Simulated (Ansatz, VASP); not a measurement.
# Two plane-wave programs on BeS4

```xyz
5
Lattice="5.0924 0.0000 0.0000 -2.5462 4.4102 0.0000 0.0000 0.0000 4.9074" Properties=species:S:1:pos:R:3 pbc="T T T"
Be    0.0000    0.0000    0.0000
S     0.0000    2.9401    3.4135
S     0.0000    2.9401    1.4939
S     2.5462    1.4701    1.4939
S     2.5462    1.4701    3.4135
```

Alike in both runs: functional PBE; k mesh 6 × 6 × 4; occupations gaussian, width 0.1 eV; no spin polarisation.

Ansatz relaxed the structure, and its values are those at the end. VASP's run is a single point on that final structure, the one shown.

```csv
,VASP,Ansatz
version,VASP 6.6.1,Ansatz 0.2.0
potentials or method,"VASP PAW PBE potentials, release 64 (Be, S), cutoff 520 eV","scalar-relativistic, plane waves, PAW"
valence electrons in the cell,26,26
```

```csv
,VASP,Ansatz,Ansatz less VASP
gap on the k mesh at the Fermi level (eV),none,none,-
pressure (GPa),-0.4,0.0,+0.46
rms of the force components (eV/Å),0.122,0.005,-0.1161
```

A gap of «none» marks a metal or a gap that the smearing closes. With one functional, cell and mesh, what is left measures potentials, basis and numerics.
